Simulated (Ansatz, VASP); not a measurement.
# Two plane-wave programs on AgBr

```
CELL_PARAMETERS angstrom
0.00000 2.89276 2.89276
2.89276 0.00000 2.89276
2.89276 2.89276 0.00000
ATOMIC_POSITIONS crystal
Ag 0.00000 0.00000 0.00000
Br 0.50000 0.50000 0.50000
```

Alike in both runs: task single point; functional PBE-based screened hybrid; k mesh 4 × 4 × 4; no spin polarisation.

```csv
,VASP,Ansatz
version,VASP 6.6.1,Ansatz 0.2.0
potentials or method,"VASP PAW PBE potentials, release 64 (Ag, Br)",plane waves
plane-wave cutoff (eV),400,420
occupations,"gaussian, width 0.01 eV",fixed
valence electrons in the cell,18,26
```

|  | VASP | Ansatz | Ansatz less VASP |
| --- | --- | --- | --- |
| gap on the k mesh at the Fermi level (eV) | 5.55 | 5.67 | +0.120 |
| pressure (GPa) | 0.3 | 0.8 | +0.43 |

VASP's potentials were made for PBE, not for PBE-based screened hybrid. VASP's potentials hold 18 valence electrons a cell and Ansatz's 26, so a difference there can come from the potentials and not from the codes. Ansatz's warnings: stress exchange threshold loose, stress scf threshold loose.

The k mesh is coarse, so the values compare programs but aren't converged.
